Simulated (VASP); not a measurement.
Au:

```
CELL_PARAMETERS angstrom
2.91696 0.00000 0.00000
-1.45848 2.52616 0.00000
0.00000 0.00000 4.89003
ATOMIC_POSITIONS crystal
Au 0.33333 0.66667 0.75000
Au 0.66667 0.33333 0.25000
```

This isn't the form of Au at room conditions, which is fcc.

| Item | Value |
| --- | --- |
| Program | VASP 6.6.1 |
| Task | relaxation of cell and atoms |
| Functional | r2SCAN |
| Potentials or basis | VASP PAW PBE potentials, release 64 (Au) |
| Cutoff | 600 eV |
| k mesh | 18 × 18 × 10 |
| Occupations | gaussian, width 0.1 eV |
| Spin | no spin polarisation |

At the start: pressure -3.1 GPa; volume 18.02 Å³/atom.

Q: Where does the relaxation end?

A: Over 9 steps the energy falls by 3.8 meV/atom and the volume is 17.64 Å³/atom (-2.1 %); space group P6_3/mmc (No. 194, to 0.1 Å) before and after.

The path:
```tsv
step	energy change (eV)	largest force (eV/Å)	pressure (GPa)	volume (Å³)
1	0.0000	0.0000	-3.06	36.03
2	0.0067	0.0000	4.80	34.27
3	-0.0076	0.0000	0.01	35.27
4	-0.0076	0.0000	-0.05	35.28
5	-0.0076	0.0000	-0.05	35.28
6	-0.0076	0.0000	-0.04	35.28
7	-0.0076	0.0000	-0.04	35.29
8	-0.0076	0.0000	0.13	35.25
9	-0.0076	0.0000	-0.01	35.28
```

Final structure:
```cif
data_structure
_symmetry_space_group_name_H-M 'P 1'
_symmetry_Int_Tables_number 1
_cell_length_a 2.8922
_cell_length_b 2.8922
_cell_length_c 4.8696
_cell_angle_alpha 90.000
_cell_angle_beta 90.000
_cell_angle_gamma 120.000
_cell_volume 35.28
loop_
_atom_site_label
_atom_site_type_symbol
_atom_site_fract_x
_atom_site_fract_y
_atom_site_fract_z
_atom_site_occupancy
Au1 Au 0.33333 0.66667 0.75000 1
Au2 Au 0.66667 0.33333 0.25000 1
```

Caveat: the PAW data sets were made with another functional, which shifts forces and pressure a little.
